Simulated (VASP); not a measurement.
# Si2Mo (I4/mmm) in VASP: further runs, part 2 of 2

VASP 6.6.1. The steps go on from the part before.

### Step 5. Single point, PBEsol (13.66 Å³/atom)

This run uses another cell than the first one, of 13.66 Å³/atom.

INCAR

```
ALGO = Normal
EDIFF = 1E-7
ENCUT = 520
GGA = PS
ISIF = 2
ISMEAR = 0
LASPH = T
LCHARG = F
LREAL = F
LWAVE = F
NBANDS = 18
NELM = 100
PREC = Accurate
SIGMA = 0.1
```

KPOINTS

```
k-points
0
Gamma
  18 18 18
```

POSCAR

```
Si2Mo
1.0
   -1.6120453995      1.6120453995      3.9434540286
    1.6120453995     -1.6120453995      3.9434540286
    1.6120453995      1.6120453995     -3.9434540286
Si Mo
2 1
Direct
    0.3354869150      0.3354869150      0.0000000000
    0.6645130850      0.6645130850      0.0000000000
    0.0000000000      0.0000000000      0.0000000000
```

Potentials or basis: VASP PAW PBE potentials, release 64 (Si, Mo_sv).

Launch:

```console
$ cat potpaw_PBE.64/Si/POTCAR potpaw_PBE.64/Mo_sv/POTCAR > POTCAR
$ mpirun -np 1 vasp_std > vasp.out
```

OUTCAR:

```text
EDIFF = 1E-7
   ENCUT = 520
   GGA = PS
   ISIF = 2
   ISMEAR = 0
   LASPH = T
   LREAL = F
   NELM = 100
   PREC = Accurate

 ion  position               nearest neighbor table
   1  0.335  0.335  0.000-   2 2.59   3 2.62   3 2.62   3 2.62   3 2.62   3 2.65   2 2.65   2 2.65
                             2 2.65   2 2.65
   2  0.665  0.665  0.000-   1 2.59   3 2.62   3 2.62   3 2.62   3 2.62   3 2.65   1 2.65   1 2.65
                             1 2.65   1 2.65
   3  0.000  0.000  0.000-   2 2.62   2 2.62   2 2.62   1 2.62   2 2.62   1 2.62   1 2.62   1 2.62
                             1 2.65   2 2.65

  LATTYP: Found a body centered tetragonal cell.
 ALAT       =     3.2240907990
 C/A-ratio  =     2.4462425375

  Lattice vectors:

 A1 = (  -1.6120453995,   1.6120453995,   3.9434540286)
 A2 = (   1.6120453995,  -1.6120453995,   3.9434540286)
 A3 = (   1.6120453995,   1.6120453995,  -3.9434540286)

Analysis of symmetry for initial positions (statically):
=====================================================================
 Subroutine PRICEL returns:
 Original cell was already a primitive cell.

 Routine SETGRP: Setting up the symmetry group for a
 body centered tetragonal supercell.

 Subroutine GETGRP returns: Found 16 space group operations
 (whereof 16 operations were pure point group operations)
 out of a pool of 16 trial point group operations.

The static configuration has the point symmetry D_4h.

Analysis of symmetry for dynamics (positions and initial velocities):
=====================================================================
 Subroutine PRICEL returns:
 Original cell was already a primitive cell.

 Routine SETGRP: Setting up the symmetry group for a
 body centered tetragonal supercell.

 Subroutine GETGRP returns: Found 16 space group operations
 (whereof 16 operations were pure point group operations)
 out of a pool of 16 trial point group operations.

The dynamic configuration has the point symmetry D_4h.

 Subroutine INISYM returns: Found 16 space group operations
 (whereof 16 operations are pure point group operations),
 and found     1 'primitive' translations

----------------------------------------------------------------------------------------

                                     Primitive cell

  volume of cell :      40.9913

  direct lattice vectors                    reciprocal lattice vectors
    -1.612045399  1.612045399  3.943454029     0.000000000  0.310164962  0.126792400
     1.612045399 -1.612045399  3.943454029     0.310164962  0.000000000  0.126792400
     1.612045399  1.612045399 -3.943454029     0.310164962  0.310164962  0.000000000

  length of vectors
     4.555020353  4.555020353  4.555020353     0.335080015  0.335080015  0.438639496

  position of ions in fractional coordinates (direct lattice)
     0.335486915  0.335486915  0.000000000
     0.664513085  0.664513085  0.000000000
     0.000000000  0.000000000  0.000000000

  ion indices of the primitive-cell ions
   primitive index   ion index
                 1           1
                 2           2
[... 21 lines left out ...]
     0.000000000  0.000000000  0.000000000

 Subroutine IBZKPT returns following result:
 ===========================================

 Found    480 irreducible k-points:

 Following reciprocal coordinates:
            Coordinates               Weight
  0.000000  0.000000  0.000000      1.000000
  0.055556 -0.000000  0.000000      8.000000
  0.111111 -0.000000  0.000000      8.000000
  0.166667  0.000000  0.000000      8.000000
  0.222222  0.000000  0.000000      8.000000
  0.277778  0.000000 -0.000000      8.000000
[... 16 lines left out ...]
 -0.277778  0.055556  0.000000     16.000000
 -0.222222  0.055556  0.000000     16.000000
 [... further k-points ...]
   k-points           NKPTS =    480   k-points in BZ     NKDIM =    480   number of bands    NBANDS=     18
   number of dos      NEDOS =    301   number of ions     NIONS =      3
   total plane-waves  NPLWV =  46656
   dimension x,y,z NGX =    36 NGY =   36 NGZ =   36
   dimension x,y,z NGXF=    72 NGYF=   72 NGZF=   72
   ions per type =               2   1
   NGX,Y,Z   is equivalent  to a cutoff of  13.14, 13.14, 13.14 a.u.
   NGXF,Y,Z  is equivalent  to a cutoff of  26.28, 26.28, 26.28 a.u.
 SYSTEM =  unknown system
   PREC   = accura    normal or accurate (medium, high low for compatibility)
   ISTART =      0    job   : 0-new  1-cont  2-samecut
   ICHARG =      2    charge: 1-file 2-atom 10-const
   ISPIN  =      1    spin polarized calculation?
   LNONCOLLINEAR =      F non collinear calculations
   LSORBIT =      F    spin-orbit coupling
   LASPH  =      T    aspherical Exc in radial PAW
   ENCUT  =  520.0 eV  38.22 Ry    6.18 a.u.   8.47  8.47  8.47*2*pi/ulx,y,z
   NELM   =    100;   NELMIN=  2; NELMDL= -5     # of ELM steps
   EDIFF  = 0.1E-06   stopping-criterion for ELM
   LREAL  =      F    real-space projection
   EDIFFG = 0.1E-05   stopping-criterion for IOM
   NSW    =      0    number of steps for IOM
   IBRION =     -1    ionic relax: 0-MD 1-quasi-New 2-CG
   NFREE  =      0    steps in history (QN), initial steepest desc. (CG)
   ISIF   =      2    stress and relaxation
   ISYM   =      2    0-nonsym 1-usesym 2-fastsym
   POTIM  = 0.5000    time-step for ionic-motion
   TEBEG  =    0.0;   TEEND  =   0.0 temperature during run
   PSTRESS=    0.0 pullay stress
   NELECT =      22.0000    total number of electrons
   NUPDOWN=      -1.0000    fix difference up-down
   EMIN   =  10.00;   EMAX   =-10.00  energy-range for DOS
   EFERMI =   0.00;   METHOD = LEGACY
   ISMEAR =     0;   SIGMA  =   0.10  broadening in eV -4-tet -1-fermi 0-gaus
   EFERMI_NEDOS =   21; number of points for ismear=-14 and -15
   IALGO  =     38    algorithm
   IMIX   =      4    mixing-type and parameters
     AMIX     =   0.40;   BMIX     =  1.00
     AMIX_MAG =   1.60;   BMIX_MAG =  1.00
  volume/ion in A,a.u.               =      13.66        92.21
  Fermi-wavevector in a.u.,A,eV,Ry     =   1.330409  2.514109 24.082163  1.769989
  Thomas-Fermi vector in A             =   2.459498
   LORBIT       =      0    0 simple, 1 ext, 2 COOP (PROOUT), +10 PAW based schemes
   GGA     = PS    functional components
   LHFCALC =     F    Hartree Fock is set to
   AEXX    =    0.0000 exact exchange contribution
   IVDW    =     0    specifies the selected vdW correction
   LEPSILON=     F    determine dielectric tensor
   LRPA    =     F    only Hartree local field effects (RPA)
 non-spin polarized calculation
 Gauss-broadening in eV      SIGMA  =   0.10
  energy-cutoff  :      520.00
  volume of cell :       40.99
 maximum number of plane-waves:      1134
 NGX is ok and might be reduce to    36
   NGX = 17   NGY = 17   NGZ = 17

 number of electron      22.0000000 magnetization

 Free energy of the ion-electron system (eV)
  ---------------------------------------------------
  ext. energy  EPLUGINS =         0.00000000
  ---------------------------------------------------
  free energy    TOTEN  =       -25.05971618 eV

  energy without entropy =      -25.05852668  energy(sigma->0) =      -25.05912143

 E-fermi :  11.8896     XC(G=0): -12.4224

 val. band max:       11.8835147514   @ k =   0.0556   0.0556   0.0000
 cond. band min:      11.8937911720   @ k =  -0.1111  -0.1111   0.0556
 fundamental gap:      0.0102764206
 Fermi energy:        11.8896257468

 k-point     1 :       0.0000    0.0000    0.0000
  band No.  band energies     occupation
      1     -48.7509      2.00000
      2     -22.9168      2.00000
      3     -22.8550      2.00000
      4     -22.8550      2.00000
      5      -1.3693      2.00000
      6       5.6030      2.00000
[... 481 lines left out ...]
      5      -0.5161      2.00000
      6       5.6372      2.00000
[... 10 lines left out ...]
     17      17.9969      0.00000
     18      20.2486      0.00000

 [... further k-points ...]

------------------------ aborting loop because EDIFF is reached ----------------------------------------

  FORCE on cell =-STRESS in cart. coord.  units (eV):
  Direction    XX          YY          ZZ          XY          YZ          ZX
  --------------------------------------------------------------------------------------
  -------------------------------------------------------------------------------------
  Total       -1.4696187     -1.4696187     -1.4509400      0.0000000      0.0000000      0.0000000
  in kB      -57.4412560    -57.4412560    -56.7111837      0.0000000      0.0000000      0.0000000
  external PRESSURE =     -57.1978986 kB  Pullay stress =       0.0000000 kB

 VOLUME and BASIS-vectors are now :
 -----------------------------------------------------------------------------
  energy-cutoff  :      520.00
  volume of cell :       40.99
      direct lattice vectors                 reciprocal lattice vectors
    -1.612045399  1.612045399  3.943454029     0.000000000  0.310164962  0.126792400
     1.612045399 -1.612045399  3.943454029     0.310164962  0.000000000  0.126792400
     1.612045399  1.612045399 -3.943454029     0.310164962  0.310164962  0.000000000

 POSITION                                       TOTAL-FORCE (eV/Angst)
 -----------------------------------------------------------------------------------
      0.00000      0.00000      2.64595        -0.000000     -0.000000      0.000643
      0.00000      0.00000      5.24095         0.000000      0.000000     -0.000643
      0.00000      0.00000      0.00000        -0.000000     -0.000000     -0.000000
 -----------------------------------------------------------------------------------
    total drift:                                0.000000     -0.000000     -0.000000

  FREE ENERGIE OF THE ION-ELECTRON SYSTEM (eV)
  ---------------------------------------------------
  free  energy   TOTEN  =       -25.0597161827 eV

  energy  without entropy=      -25.0585266750  energy(sigma->0) =      -25.05912143
```

OSZICAR:

```text
N       E                     dE             d eps       ncg     rms          rms(c)
DAV:   1     0.117884239773E+03    0.11788E+03   -0.11282E+04 17296   0.116E+03
DAV:   2    -0.229560332728E+02   -0.14084E+03   -0.13806E+03 20708   0.296E+02
DAV:   3    -0.260371264194E+02   -0.30811E+01   -0.30453E+01 21396   0.389E+01
DAV:   4    -0.260545325541E+02   -0.17406E-01   -0.17391E-01 20382   0.317E+00
DAV:   5    -0.260546489710E+02   -0.11642E-03   -0.11641E-03 20418   0.275E-01    0.217E+01
DAV:   6    -0.252481345066E+02    0.80651E+00   -0.60851E+00 18176   0.159E+01    0.457E+00
DAV:   7    -0.251035024292E+02    0.14463E+00   -0.94992E-01 17970   0.580E+00    0.443E+00
DAV:   8    -0.250609958678E+02    0.42507E-01   -0.11374E-01 18748   0.241E+00    0.447E-01
DAV:   9    -0.250598471713E+02    0.11487E-02   -0.22783E-03 20672   0.367E-01    0.251E-01
DAV:  10    -0.250597356911E+02    0.11148E-03   -0.56543E-04 19132   0.201E-01    0.601E-02
DAV:  11    -0.250597203373E+02    0.15354E-04   -0.19744E-04 18866   0.104E-01    0.453E-02
DAV:  12    -0.250597166661E+02    0.36713E-05   -0.25391E-05 18420   0.359E-02    0.868E-03
DAV:  13    -0.250597163603E+02    0.30574E-06   -0.81566E-07 19014   0.772E-03    0.218E-03
DAV:  14    -0.250597162046E+02    0.15571E-06   -0.82796E-08 10046   0.177E-03    0.688E-04
DAV:  15    -0.250597161827E+02    0.21894E-07   -0.53555E-09  9426   0.468E-04
   1 F= -.25059716E+02 E0= -.25059121E+02  d E =-.118951E-02
```

stdout:

```text
POSCAR found type information on POSCAR SiMo
 POSCAR found :  2 types and       3 ions
 scaLAPACK will be used
 -----------------------------------------------------------------------------
|                                                                             |
|                                                                             |
|     You enforced a specific xc type in the INCAR file but a different       |
|     I HOPE YOU KNOW WHAT YOU ARE DOING!                                     |
|                                                                             |
 -----------------------------------------------------------------------------

 LDA part: xc-table for (Slater+PW92), standard interpolation
 POSCAR, INCAR and KPOINTS ok, starting setup
 FFT: planning ... GRIDC
 FFT: planning ... GRID_SOFT
 FFT: planning ... GRID
 WAVECAR not read
 entering main loop
```

It took 5.2 min on 1 thread of Intel Xeon Platinum 8488C (Sapphire Rapids), shared host; peak memory 0.47 GiB.

What came out:

```
Free energy            : -25.0597 eV
Pressure               : -5.7 GPa
Band gap on the k mesh : zero (bands 11 and 12 overlap by 0.91 eV)
```

Caveat: the cell stands under tension; the PAW data sets were made with another functional, which shifts forces and pressure a little.

### Step 6. Overview

```tsv
cell	gap on the mesh (eV)	pressure (GPa)	largest force (eV/Å)
a = 4.388 Å, angles 138.8, 138.8, 59.6°, 3 atoms, atomic positions A	none	25.8	0.02
a = 4.431 Å, angles 138.8, 138.8, 59.7°, 3 atoms, atomic positions B	none	16.0	0.01
a = 4.473 Å, angles 138.7, 138.7, 59.8°, 3 atoms, atomic positions C	none	7.6	0.01
a = 4.555 Å, angles 138.5, 138.5, 60.1°, 3 atoms, atomic positions D	none	-5.7	-
```

Alike in all rows: task single point; level PBEsol; potentials or basis VASP PAW PBE potentials, release 64 (Si, Mo_sv); no spin polarisation; k mesh 18 × 18 × 18; cutoff (eV) 520; smearing gaussian 0.1 eV.

Caveats: the PAW data sets were made with another functional, which shifts forces and pressure a little; the cell stands under pressure (at least some runs); the cell stands under tension (at least some runs).

Absolute energies hang on the potentials; compare differences alone.

The gap in the log of VASP goes by the Fermi energy; the results here count the filled bands.